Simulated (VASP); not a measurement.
# Hf5N4 in VASP: further runs, part 2 of 2

VASP 6.6.1. The steps go on from the part before.

### Step 4. Single point, PBEsol

File INCAR:

```
SYSTEM = Hf5N4
PREC = Accurate
ENCUT = 520
EDIFF = 1E-7
ISMEAR = 0
SIGMA = 0.1
LREAL = .FALSE.
LASPH = .TRUE.
NELM = 100
ALGO = Normal
ISIF = 2
LWAVE = .FALSE.
LCHARG = .FALSE.
LDIPOL = .TRUE.
IDIPOL = 3
DIPOL = 0.5 0.5 0.500
GGA = PS
NBANDS = 45
```

File KPOINTS:

```
regular mesh
0
G
  12 12 1
  0 0 0
```

File POSCAR:

```
Hf5N4
1.0
    3.1830776067      0.0000000000      0.0000000000
   -1.5915388033      2.7566260696      0.0000000000
    0.0000000000      0.0000000000     25.3958879306
Hf N
5 4
Direct
    0.3333333333      0.6666666667      0.2953234012
    0.0000000000      0.0000000000      0.3976617006
    0.6666666667      0.3333333333      0.5000000000
    0.3333333333      0.6666666667      0.6023382994
    0.0000000000      0.0000000000      0.7046765988
    0.6666666667      0.3333333333      0.3464925509
    0.3333333333      0.6666666667      0.4488308503
    0.0000000000      0.0000000000      0.5511691497
    0.6666666667      0.3333333333      0.6535074491
```

Potentials or basis: VASP PAW PBE potentials, release 64 (Hf_pv, N).

Run with:

```sh
> cat potpaw_PBE.64/Hf_pv/POTCAR potpaw_PBE.64/N/POTCAR > POTCAR
> mpirun -np 1 vasp_std > vasp.out
```

OUTCAR:

```text
SYSTEM = Hf5N4
   PREC = Accurate
   ENCUT = 520
   EDIFF = 1E-7
   ISMEAR = 0
   LREAL = .FALSE.
   LASPH = .TRUE.
   NELM = 100
   ISIF = 2
   GGA = PS

 ion  position               nearest neighbor table
   1  0.333  0.667  0.295-   6 2.25   6 2.25   6 2.25   2 3.18   2 3.18   2 3.18
   2  0.000  0.000  0.398-   6 2.25   7 2.25   6 2.25   7 2.25   6 2.25   7 2.25   1 3.18   3 3.18
                             1 3.18   3 3.18   1 3.18   3 3.18
   3  0.667  0.333  0.500-   8 2.25   7 2.25   7 2.25   8 2.25   8 2.25   7 2.25   2 3.18   4 3.18
                             4 3.18   2 3.18   2 3.18   4 3.18
   4  0.333  0.667  0.602-   8 2.25   9 2.25   9 2.25   8 2.25   8 2.25   9 2.25   5 3.18   3 3.18
                             3 3.18   5 3.18   5 3.18   3 3.18
   5  0.000  0.000  0.705-   9 2.25   9 2.25   9 2.25   4 3.18   4 3.18   4 3.18
   6  0.667  0.333  0.346-   2 2.25   1 2.25   1 2.25   2 2.25   2 2.25   1 2.25
   7  0.333  0.667  0.449-   2 2.25   3 2.25   3 2.25   2 2.25   2 2.25   3 2.25
   8  0.000  0.000  0.551-   3 2.25   4 2.25   4 2.25   3 2.25   3 2.25   4 2.25
   9  0.667  0.333  0.654-   5 2.25   4 2.25   4 2.25   5 2.25   5 2.25   4 2.25

  LATTYP: Found a hexagonal cell.
 ALAT       =     3.1830776067
 C/A-ratio  =     7.9784067712

  Lattice vectors:

 A1 = (   3.1830776067,   0.0000000000,   0.0000000000)
 A2 = (  -1.5915388033,   2.7566260696,   0.0000000000)
 A3 = (   0.0000000000,   0.0000000000,  25.3958879306)

Analysis of symmetry for initial positions (statically):
=====================================================================
 Subroutine PRICEL returns:
 Original cell was already a primitive cell.

 Routine SETGRP: Setting up the symmetry group for a
 hexagonal supercell.

 Subroutine GETGRP returns: Found 12 space group operations
 (whereof  6 operations were pure point group operations)
 out of a pool of 24 trial point group operations.

The static configuration has the point symmetry C_3v.
 The point group associated with its full space group is D_3d.

Analysis of symmetry for dynamics (positions and initial velocities):
=====================================================================
 Subroutine PRICEL returns:
 Original cell was already a primitive cell.
[... 159 lines left out ...]

 dipolmoment           0.000000      0.000000     -0.000000 electrons x Angstroem

 Free energy of the ion-electron system (eV)
  ---------------------------------------------------
  ext. energy  EPLUGINS =         0.00000000
  ---------------------------------------------------
  free energy    TOTEN  =      -100.05080408 eV

  energy without entropy =     -100.00800471  energy(sigma->0) =     -100.02940439

 E-fermi :   1.7136     XC(G=0):  -7.2466

 val. band max:        1.7041907685   @ k =   0.0833   0.0000   0.0000
 cond. band min:       1.7204324622   @ k =   0.4167  -0.0000   0.0000
 fundamental gap:      0.0162416937
 Fermi energy:         1.7136490393

 k-point     1 :       0.0000    0.0000    0.0000
  band No.  band energies     occupation
      1     -30.2105      2.00000
      2     -29.9473      2.00000
      3     -29.6942      2.00000
      4     -29.4151      2.00000
      5     -29.4031      2.00000
      6     -29.4031      2.00000
[... 901 lines left out ...]
     44       5.2478      0.00000
     45       5.2478      0.00000

------------------------ aborting loop because EDIFF is reached ----------------------------------------

 vacuum level on the upper side and lower side of the slab       (xc-potential included)        -0.143        -0.143

  FORCE on cell =-STRESS in cart. coord.  units (eV):
  Direction    XX          YY          ZZ          XY          YZ          ZX
  --------------------------------------------------------------------------------------
  -------------------------------------------------------------------------------------
  Total       -4.4735471     -4.4735471     -2.6623369     -0.0000000      0.0000000      0.0000000
  in kB      -32.1643005    -32.1643005    -19.1419030     -0.0000000      0.0000000      0.0000000
  external PRESSURE =     -27.8235013 kB  Pullay stress =       0.0000000 kB

 VOLUME and BASIS-vectors are now :
 -----------------------------------------------------------------------------
  energy-cutoff  :      520.00
  volume of cell :      222.84
      direct lattice vectors                 reciprocal lattice vectors
     3.183077607  0.000000000  0.000000000     0.314161363  0.181381148  0.000000000
    -1.591538803  2.756626070  0.000000000     0.000000000  0.362762295  0.000000000
     0.000000000  0.000000000 25.395887931     0.000000000  0.000000000  0.039376453

 POSITION                                       TOTAL-FORCE (eV/Angst)
 -----------------------------------------------------------------------------------
     -0.00000      1.83775      7.50000         0.000000     -0.000000      0.545568
      0.00000      0.00000     10.09897         0.000000     -0.000000     -0.763245
      1.59154      0.91888     12.69794         0.000000     -0.000000      0.000000
     -0.00000      1.83775     15.29692        -0.000000      0.000000      0.763245
      0.00000      0.00000     17.89589        -0.000000      0.000000     -0.545568
      1.59154      0.91888      8.79949         0.000000      0.000000      0.105876
     -0.00000      1.83775     11.39846        -0.000000     -0.000000      0.024970
      0.00000      0.00000     13.99743         0.000000      0.000000     -0.024970
      1.59154      0.91888     16.59640        -0.000000     -0.000000     -0.105876
 -----------------------------------------------------------------------------------
    total drift:                               -0.000000      0.000000      0.000000

  FREE ENERGIE OF THE ION-ELECTRON SYSTEM (eV)
  ---------------------------------------------------
  free  energy   TOTEN  =      -100.0508040766 eV

  energy  without entropy=     -100.0080047108  energy(sigma->0) =     -100.02940439

 vacuum level on the upper side and lower side of the slab         6.148         6.148
```

OSZICAR:

```text
N       E                     dE             d eps       ncg     rms          rms(c)
DAV:   1     0.436080783470E+03    0.43608E+03   -0.38571E+04  1958   0.142E+03
DAV:   2    -0.722562645032E+02   -0.50834E+03   -0.49495E+03  2100   0.379E+02
DAV:   3    -0.112070936171E+03   -0.39815E+02   -0.39157E+02  2196   0.842E+01
[... 26 lines left out ...]
DAV:  30    -0.100050800682E+03   -0.42448E-05   -0.28996E-07  1647   0.293E-03    0.120E-02
DAV:  31    -0.100050803346E+03   -0.26640E-05   -0.79805E-07  1831   0.348E-03    0.501E-03
DAV:  32    -0.100050803495E+03   -0.14955E-06   -0.34635E-08  1110   0.103E-03    0.414E-03
DAV:  33    -0.100050804037E+03   -0.54148E-06   -0.65816E-08  1254   0.995E-04    0.148E-03
DAV:  34    -0.100050804077E+03   -0.39907E-07   -0.14020E-08  1118   0.554E-04
   1 F= -.10005080E+03 E0= -.10002940E+03  d E =-.427994E-01
```

Wall time 9 min (1 thread of Intel Xeon Platinum 8259CL at 2.50GHz (Skylake/Cascade Lake), shared host); peak memory 0.4 GiB.

What came out:

- Free energy: -100.0508 eV
- Largest force: 0.763 eV/Å
- Band gap on the k mesh: zero (band 35 reaches 2.02 eV, above the bottom of band 36 at 1.48 eV)

Forces in eV/Å, atoms in the order of the input:
```
Hf   0.000  0.000  0.546
Hf   0.000  0.000 -0.763
Hf   0.000  0.000  0.000
Hf   0.000  0.000  0.763
Hf   0.000  0.000 -0.546
N    0.000  0.000  0.106
N    0.000  0.000  0.025
N    0.000  0.000 -0.025
N    0.000  0.000 -0.106
```

Levels at points of the mesh, in eV from the Fermi level:
```csv
k point,band 32,band 33,band 34,band 35,band 36,band 37,band 38,band 39
"(0.00, 0.00, 0.00)",-1.70,-1.38,-0.22,-0.09,-0.09,0.07,0.55,0.74
"(0.50, 0.00, 0.00)",-3.45,-2.05,-0.54,0.31,0.32,1.10,2.03,2.37
```

Caveat: the PAW data sets were made with another functional, which shifts forces and pressure a little; spin-orbit coupling is left out, which moves the levels of the heavy elements.

### Step 5. Overview

```tsv
cell	k mesh	gap on the mesh (eV)	largest force (eV/Å)
a = 3.183, b = 3.183, c = 25.396 Å, angles 90.0, 90.0, 120.0°, 9 atoms	2 × 2 × 1	none	0.45
a = 3.183, b = 3.183, c = 20.396 Å, angles 90.0, 90.0, 120.0°, 9 atoms	12 × 12 × 1	none	0.76
a = 3.183, b = 3.183, c = 25.396 Å, angles 90.0, 90.0, 120.0°, 9 atoms	12 × 12 × 1	none	0.76
```

Alike in all rows: task single point; level PBEsol; potentials or basis VASP PAW PBE potentials, release 64 (Hf_pv, N); no spin polarisation; cutoff (eV) 520; smearing gaussian 0.1 eV.

Caveats: some runs use coarse meshes; the PAW data sets were made with another functional, which shifts forces and pressure a little; spin-orbit coupling is left out, which moves the levels of the heavy elements.

Absolute energies hang on the potentials; compare differences alone.
